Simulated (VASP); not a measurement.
# Os (P6_3/mmc) in VASP: notebook, part 2 of 3

VASP 6.6.1. Earlier steps stand in the parts before.

## (3) Single point, PBEsol-based global hybrid with 25 % exact exchange

This run uses another cell than the first one, of 14.82 Å³/atom.

The input, POSCAR:

```
Os
1.0
    2.7877234178      0.0000000000      0.0000000000
   -1.3938617089      2.4142392985      0.0000000000
    0.0000000000      0.0000000000      4.4044215090
Os
2
Direct
    0.6666666667      0.3333333333      0.7500000000
    0.3333333333      0.6666666667      0.2500000000
```

The input, INCAR.step1:

```
  PREC = Accurate
  ENCUT = 420
  EDIFF = 1E-5
  ISMEAR = -1
  SIGMA = 0.05
  LREAL = F
  LASPH = T
  NELM = 120
  ALGO = Normal
  ISIF = 2
  LWAVE = T
  LCHARG = F
  NBANDS = 23
  GGA = PE
  GGA_COMPAT = F
```

The input, INCAR.step2:

```
  PREC = Accurate
  ENCUT = 420
  EDIFF = 1E-6
  ISMEAR = -1
  SIGMA = 0.05
  LREAL = F
  LASPH = T
  NELM = 120
  ALGO = Normal
  ISIF = 2
  LWAVE = F
  LCHARG = F
  GGA = PS
  LHFCALC = T
  AEXX = 0.25
  PRECFOCK = Normal
  NBANDS = 23
  ISTART = 1
  GGA_COMPAT = F
```

The input, KPOINTS:

```
Automatic mesh
0
Gamma
  6 6 3
```

Potentials or basis: VASP PAW PBE potentials, release 64 (Os_sv_GW).

Run with:

```console
> cat potpaw_PBE.64/Os_sv_GW/POTCAR > POTCAR
> cp INCAR.step1 INCAR
> mpirun -np 1 vasp_std > vasp.out
> cp INCAR.step2 INCAR
> mpirun -np 1 vasp_std > vasp.out
```

OUTCAR:

```text
PREC = Accurate
   ENCUT = 420
   EDIFF = 1E-6
   ISMEAR = -1
   LREAL = F
   LASPH = T
   NELM = 120
   ISIF = 2
   GGA = PS
   LHFCALC = T
   AEXX = 0.25
   PRECFOCK = Normal
   ISTART = 1

 ion  position               nearest neighbor table
   1  0.667  0.333  0.750-   2 2.73   2 2.73   2 2.73   2 2.73   2 2.73   2 2.73
   2  0.333  0.667  0.250-   1 2.73   1 2.73   1 2.73   1 2.73   1 2.73   1 2.73

  LATTYP: Found a hexagonal cell.
 ALAT       =     2.7877234178
 C/A-ratio  =     1.5799348963

  Lattice vectors:

 A1 = (   2.7877234178,   0.0000000000,   0.0000000000)
 A2 = (  -1.3938617089,   2.4142392985,   0.0000000000)
 A3 = (   0.0000000000,   0.0000000000,   4.4044215090)

Analysis of symmetry for initial positions (statically):
=====================================================================
 Subroutine PRICEL returns:
 Original cell was already a primitive cell.

 Routine SETGRP: Setting up the symmetry group for a
 hexagonal supercell.

 Subroutine GETGRP returns: Found 24 space group operations
 (whereof 12 operations were pure point group operations)
 out of a pool of 24 trial point group operations.

The static configuration has the point symmetry D_3d.
 The point group associated with its full space group is D_6h.

Analysis of symmetry for dynamics (positions and initial velocities):
=====================================================================
 Subroutine PRICEL returns:
 Original cell was already a primitive cell.

 Routine SETGRP: Setting up the symmetry group for a
 hexagonal supercell.

 Subroutine GETGRP returns: Found 24 space group operations
 (whereof 12 operations were pure point group operations)
 out of a pool of 24 trial point group operations.

The dynamic configuration has the point symmetry D_3d.
 The point group associated with its full space group is D_6h.

 Subroutine INISYM returns: Found 24 space group operations
 (whereof 12 operations are pure point group operations),
 and found     1 'primitive' translations

----------------------------------------------------------------------------------------

                                     Primitive cell

  volume of cell :      29.6428

  direct lattice vectors                    reciprocal lattice vectors
     2.787723418  0.000000000  0.000000000     0.358715644  0.207104573  0.000000000
    -1.393861709  2.414239299  0.000000000     0.000000000  0.414209147  0.000000000
     0.000000000  0.000000000  4.404421509     0.000000000  0.000000000  0.227044573

  length of vectors
     2.787723418  2.787723418  4.404421509     0.414209147  0.414209147  0.227044573

  position of ions in fractional coordinates (direct lattice)
     0.666666667  0.333333333  0.750000000
     0.333333333  0.666666667  0.250000000

  ion indices of the primitive-cell ions
   primitive index   ion index
                 1           1
                 2           2

----------------------------------------------------------------------------------------

[... 30 lines left out ...]
  0.166667  0.166667  0.000000      6.000000
  0.333333  0.166667  0.000000     12.000000
  0.333333  0.333333  0.000000      2.000000
  0.000000  0.000000  0.333333      2.000000
  0.166667  0.000000  0.333333     12.000000
  0.333333  0.000000  0.333333     12.000000
  0.500000  0.000000  0.333333      6.000000
  0.166667  0.166667  0.333333     12.000000
  0.333333  0.166667  0.333333     24.000000
  0.333333  0.333333  0.333333      4.000000
   k-points           NKPTS =     14   k-points in BZ     NKDIM =    108   number of bands    NBANDS=     23
   number of dos      NEDOS =    301   number of ions     NIONS =      2
   total plane-waves  NPLWV =  12000
   dimension x,y,z NGX =    20 NGY =   20 NGZ =   30
   dimension x,y,z NGXF=    40 NGYF=   40 NGZF=   60
   ions per type =               2
   NGX,Y,Z   is equivalent  to a cutoff of  11.93, 11.93, 11.32 a.u.
   NGXF,Y,Z  is equivalent  to a cutoff of  23.85, 23.85, 22.65 a.u.
 SYSTEM =  unknown system
   PREC   = accura    normal or accurate (medium, high low for compatibility)
   ISTART =      1    job   : 0-new  1-cont  2-samecut
   ICHARG =      0    charge: 1-file 2-atom 10-const
   ISPIN  =      1    spin polarized calculation?
   LNONCOLLINEAR =      F non collinear calculations
   LSORBIT =      F    spin-orbit coupling
   LASPH  =      T    aspherical Exc in radial PAW
   ENCUT  =  420.0 eV  30.87 Ry    5.56 a.u.   4.66  4.66  7.36*2*pi/ulx,y,z
   NELM   =    120;   NELMIN=  2; NELMDL=  0     # of ELM steps
   EDIFF  = 0.1E-05   stopping-criterion for ELM
   LREAL  =      F    real-space projection
   EDIFFG = 0.1E-04   stopping-criterion for IOM
   NSW    =      0    number of steps for IOM
   IBRION =     -1    ionic relax: 0-MD 1-quasi-New 2-CG
   NFREE  =      0    steps in history (QN), initial steepest desc. (CG)
   ISIF   =      2    stress and relaxation
   ISYM   =      3    0-nonsym 1-usesym 2-fastsym
   POTIM  = 0.5000    time-step for ionic-motion
   TEBEG  =    0.0;   TEEND  =   0.0 temperature during run
   PSTRESS=    0.0 pullay stress
   NELECT =      32.0000    total number of electrons
   NUPDOWN=      -1.0000    fix difference up-down
   EMIN   =  10.00;   EMAX   =-10.00  energy-range for DOS
   EFERMI =   0.00;   METHOD = LEGACY
   ISMEAR =    -1;   SIGMA  =   0.05  broadening in eV -4-tet -1-fermi 0-gaus
   EFERMI_NEDOS =   21; number of points for ismear=-14 and -15
   IALGO  =     38    algorithm
   IMIX   =      1    mixing-type and parameters
     AMIX     =   0.40;   BMIX     =  1.00
     AMIX_MAG =   1.60;   BMIX_MAG =  1.00
  volume/ion in A,a.u.               =      14.82       100.02
  Fermi-wavevector in a.u.,A,eV,Ry     =   1.679391  3.173589 38.373255  2.820355
  Thomas-Fermi vector in A             =   2.763311
   LORBIT       =      0    0 simple, 1 ext, 2 COOP (PROOUT), +10 PAW based schemes
   GGA     = PS    functional components
   LHFCALC =     T    Hartree Fock is set to
   PRECFOCK=normal    Normal, Fast or Accurate (Low or Medium for compatibility)
   ENCUT4O =  -1.0   cutoff for four orbital integrals eV
   NKREDX  =     1    reduce k-point grid by
   NKREDY  =     1    reduce k-point grid by
   NKREDZ  =     1    reduce k-point grid by
   AEXX    =    0.2500 exact exchange contribution
   HFSCREEN=    0.0000 screening length (either q_TF or 0.3 A-1)
   HFSCREENC=   0.0000 screening length for correlation (either q_TF or 0.3 A-1)
   ENCUTFOCK=  -1.0 apply spherical cutoff to Coloumb kernel
   IVDW    =     0    specifies the selected vdW correction
   LEPSILON=     F    determine dielectric tensor
   LRPA    =     F    only Hartree local field effects (RPA)
 non-spin polarized calculation
  energy-cutoff  :      420.00
  volume of cell :       29.64
 maximum number of plane-waves:       586
 NGX is ok and might be reduce to    20
  NGX = 14; NGY = 14; NGZ = 24

 number of electron      32.0000001 magnetization

 Free energy of the ion-electron system (eV)
  ---------------------------------------------------
  ext. energy  EPLUGINS =         0.00000000
  ---------------------------------------------------
  free energy    TOTEN  =       -28.92143330 eV

  energy without entropy =      -28.91891146  energy(sigma->0) =      -28.92017238

 E-fermi :  12.2258     XC(G=0): -11.2515

 val. band max:       12.1452337904   @ k =   0.1667   0.1667   0.0000
 cond. band min:      12.7604050696   @ k =   0.1667   0.0000   0.3333
 fundamental gap:      0.6151712792
 Fermi energy:        12.2258059168

 k-point     1 :       0.0000    0.0000    0.0000
  band No.  band energies     occupation
      1     -79.0299      2.00000
      2     -78.9196      2.00000
      3     -37.5831      2.00000
      4     -36.6595      2.00000
      5     -36.6595      2.00000
      6     -36.4831      2.00000
[... 353 lines left out ...]
     22      24.1122      0.00000
     23      24.1122      0.00000

------------------------ aborting loop because EDIFF is reached ----------------------------------------

  FORCE on cell =-STRESS in cart. coord.  units (eV):
  Direction    XX          YY          ZZ          XY          YZ          ZX
  --------------------------------------------------------------------------------------
  -------------------------------------------------------------------------------------
  Total       -6.0617477     -6.0617477     -7.5286268     -0.0000000      0.0000000      0.0000000
  in kB     -327.6344528   -327.6344528   -406.9185425     -0.0000000      0.0000000      0.0000000
  external PRESSURE =    -354.0624827 kB  Pullay stress =       0.0000000 kB

 VOLUME and BASIS-vectors are now :
 -----------------------------------------------------------------------------
  energy-cutoff  :      420.00
  volume of cell :       29.64
      direct lattice vectors                 reciprocal lattice vectors
     2.787723418  0.000000000  0.000000000     0.358715644  0.207104573  0.000000000
    -1.393861709  2.414239299  0.000000000     0.000000000  0.414209147  0.000000000
     0.000000000  0.000000000  4.404421509     0.000000000  0.000000000  0.227044573

 POSITION                                       TOTAL-FORCE (eV/Angst)
 -----------------------------------------------------------------------------------
      1.39386      0.80475      3.30332        -0.000000     -0.000000     -0.000000
     -0.00000      1.60949      1.10111         0.000000      0.000000      0.000000
 -----------------------------------------------------------------------------------
    total drift:                               -0.000000      0.000000      0.000000

  FREE ENERGIE OF THE ION-ELECTRON SYSTEM (eV)
  ---------------------------------------------------
  free  energy   TOTEN  =       -28.9214332967 eV

  energy  without entropy=      -28.9189114628  energy(sigma->0) =      -28.92017238
```

Run time: 25 min. Hardware: 1 thread of Intel Xeon Platinum 8259CL at 2.50GHz (Skylake/Cascade Lake), shared host; peak memory 0.15 GiB.

What came out:

```
Free energy            : -28.9214 eV
Pressure               : -35.4 GPa
Band gap on the k mesh : zero (bands 16 and 17 overlap by 4.89 eV)
```

Caveat: the k points lie up to 0.48 Å⁻¹ apart, too coarse for converged energies and pressures of a metal; the PAW data sets were made with another functional, which shifts forces and pressure a little; spin-orbit coupling is left out, which moves the levels of the heavy elements.

## (4) Single point, LDA, non-collinear spin, zero start, spin-orbit coupling

The input, INCAR:

```
SYSTEM = Os
  PREC = Accurate
  ENCUT = 560
  EDIFF = 1E-6
  ISMEAR = -1
  SIGMA = 0.05
  LREAL = .FALSE.
  LASPH = .TRUE.
  NELM = 200
  ALGO = Normal
  ISIF = 2
  LWAVE = .FALSE.
  LCHARG = .FALSE.
  MAGMOM = 0 0 0 0 0 0
  LORBIT = 11
  LSORBIT = .TRUE.
  GGA_COMPAT = .FALSE.
  LORBMOM = .TRUE.
  LMAXMIX = 4
  GGA = CA
  NBANDS = 44
```

The input, KPOINTS:

```
Automatic mesh
0
G
  11 11 6
  0 0 0
```

The input, POSCAR:

```
Os
1.0
    2.7341000000      0.0000000000      0.0000000000
   -1.3670500000      2.3678000565      0.0000000000
    0.0000000000      0.0000000000      4.3197000000
Os
2
Direct
    0.6666666667      0.3333333333      0.7500000000
    0.3333333333      0.6666666667      0.2500000000
```

Potentials or basis: VASP PAW LDA potentials, release 64 (Os_sv_GW).

Run with:

```console
> cat potpaw_LDA.64/Os_sv_GW/POTCAR > POTCAR
> mpirun -np 1 vasp_ncl > vasp.out
```

It took 2.8 min on 1 thread of Intel Xeon Platinum 8259CL at 2.50GHz (Skylake/Cascade Lake), shared host; peak memory 0.3 GiB.

Results (log left out):

```
Free energy                                           : -31.3818 eV
Pressure                                              : -7.0 GPa
Net moment                                            : 0.00 μB per cell
Valence electrons inside the program's atomic spheres : Os 15.06
```

Stress tensor (GPa, compression positive):
```
-6.81  0.00  0.00
 0.00 -6.81  0.00
 0.00  0.00 -7.47
```

Moments on the atoms (μB; x, y, z):
```
Os  0.00 0.00 0.00
Os  0.00 0.00 0.00
```

Caveat: the cell stands under tension.

(Part 2 of 3 ends here.)

The gap in the log of VASP goes by the Fermi energy; the results here count the filled bands.